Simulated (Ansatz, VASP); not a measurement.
## SrNiF6: VASP beside Ansatz

INCAR

```
SYSTEM = SrNiF6
PREC     = Accurate       ! precision mode
ENCUT    = 520            ! plane-wave cutoff, eV
EDIFF    = 1E-7           ! SCF threshold, eV
ISMEAR   = 0              ! smearing method
SIGMA    = 0.05           ! smearing width, eV
LREAL    = .False.        ! projectors in reciprocal space
LASPH    = .True.         ! aspherical terms in the spheres
NELM     = 150            ! most SCF steps
ALGO     = Normal         ! electronic algorithm
ISIF     = 2              ! what is computed and relaxed
LWAVE    = .False.        ! write WAVECAR
LCHARG   = .False.        ! write CHGCAR
ISPIN    = 2              ! spin polarisation
MAGMOM   = 0 0 0 0 0 0 0 0 ! initial moments
LORBIT   = 11             ! projections on sites
LMAXMIX  = 4              ! l up to which the mixer works
LDAU     = .True.         ! DFT+U
LDAUTYPE = 1            
LDAUL    = -1 2 -1        ! shell
LDAUU    = 0 2 0          ! U, eV
LDAUJ    = 0 0.7 0      
LDAUPRINT= 1            
NBANDS   = 45             ! bands
```

Contents of KPOINTS:

```
regular mesh
0
Gamma
  4 4 4
  0 0 0
```

The input POSCAR:

```
SrNiF6
1.0
    3.5370014100      2.0420887200      2.2186700300
   -3.5370014100      2.0420887200      2.2186700300
    0.0000000000     -4.0841774300      2.2186700300
Sr Ni F
1 1 6
Direct
    0.5000000000      0.5000000000      0.5000000000
    0.0000000000      0.0000000000      0.0000000000
    0.2760000000      0.9160000000      0.2760000000
    0.2760000000      0.2760000000      0.9160000000
    0.9160000000      0.2760000000      0.2760000000
    0.7240000000      0.0840000000      0.7240000000
    0.0840000000      0.7240000000      0.7240000000
    0.7240000000      0.7240000000      0.0840000000
```

Input for Ansatz:

```yaml
crystal:
  lattice:
    - [3.53700141, 2.04208872, 2.21867003]
    - [-3.53700141, 2.04208872, 2.21867003]
    - [0.0, -4.08417743, 2.21867003]
  atoms:
    - { symbol: Sr, position: [0.5, 0.5, 0.5] }
    - { symbol: Ni, position: [0.0, 0.0, 0.0], spin: 0.3 }
    - { symbol: F, position: [0.276, 0.916, 0.276] }
    - { symbol: F, position: [0.276, 0.276, 0.916] }
    - { symbol: F, position: [0.916, 0.276, 0.276] }
    - { symbol: F, position: [0.724, 0.084, 0.724] }
    - { symbol: F, position: [0.084, 0.724, 0.724] }
    - { symbol: F, position: [0.724, 0.724, 0.084] }
basis:
  ecutwfc: 420
  ecutrho_ratio: 4
kpoints:
  mp_grid: { grid: [4, 4, 4] }
hamiltonian:
  xc: lda
  hubbard:
    sites:
      - { site: 1, l: d, u: 2.0, j: 0.7, starting_ns: [{ spin: up, occupation_matrix: s1up }, { spin: down, occupation_matrix: s1down }] }
    occupation_matrices:
      s1up:
        matrix:
          - [0.02, 0.0, 0.0, 0.0, 0.0]
          - [0.0, 0.97, 0.0, 0.0, 0.0]
          - [0.0, 0.0, 0.02, 0.0, 0.0]
          - [0.0, 0.0, 0.0, 0.97, 0.0]
          - [0.0, 0.0, 0.0, 0.0, 0.97]
      s1down:
        matrix:
          - [0.02, 0.0, 0.0, 0.0, 0.0]
          - [0.0, 0.97, 0.0, 0.0, 0.0]
          - [0.0, 0.0, 0.97, 0.0, 0.0]
          - [0.0, 0.0, 0.0, 0.02, 0.0]
          - [0.0, 0.0, 0.0, 0.0, 0.97]
    ns_hold: until_converged
scf:
  occupations: { method: gaussian, width: 0.05 }
  lower_state_search: "off"
  max_iter: 150
output:
  forces: true
  stress: true
  eigenvalues: true
  populations: true
  hubbard: { sites: [{ site: 1, l: d }] }
magnetization:
  spin_polarized: true
```

Alike in both runs: task single point; functional LDA; k mesh 4 × 4 × 4; occupations gaussian, width 0.05 eV; collinear spin; Hubbard terms Ni d U = 2.0 eV, J = 0.7 eV.

```csv
,VASP,Ansatz
version,VASP 6.6.1,Ansatz 0.2.0
potentials or method,"VASP PAW LDA potentials, release 64 (Sr_sv, Ni, F), cutoff 520 eV","scalar-relativistic, plane waves, PAW"
valence electrons in the cell,62,70
```

|  | VASP | Ansatz | Ansatz less VASP |
| --- | --- | --- | --- |
| gap on the k mesh at the Fermi level (eV) | 1.22 | 1.31 | +0.082 |
| least direct gap on the mesh (eV) | 1.23 | 1.31 | +0.081 |
| pressure (GPa) | -8.0 | -7.9 | +0.13 |
| traceless stress, the component that is largest in VASP (GPa) | 1.43 | 1.47 | +0.038 |
| rms of the force components (eV/Å) | 0.427 | 0.434 | +0.0062 |
| net moment per atom (μB) | 0.00 | 0.00 | 0.000 |

LDA's correlation is that of Perdew and Zunger in VASP and of Perdew and Wang (1992) in Ansatz. The programs project onto different local orbitals, so the same U acts differently, and such runs can settle in different states. Atom by atom the forces differ by 0.006 eV/Å (rms over components). VASP's potentials hold 62 valence electrons a cell and Ansatz's 70, so a difference there can come from the potentials and not from the codes. Ansatz's warnings: seeded moment not kept, specified occupation not kept, symmetry narrowed by occupation matrices.
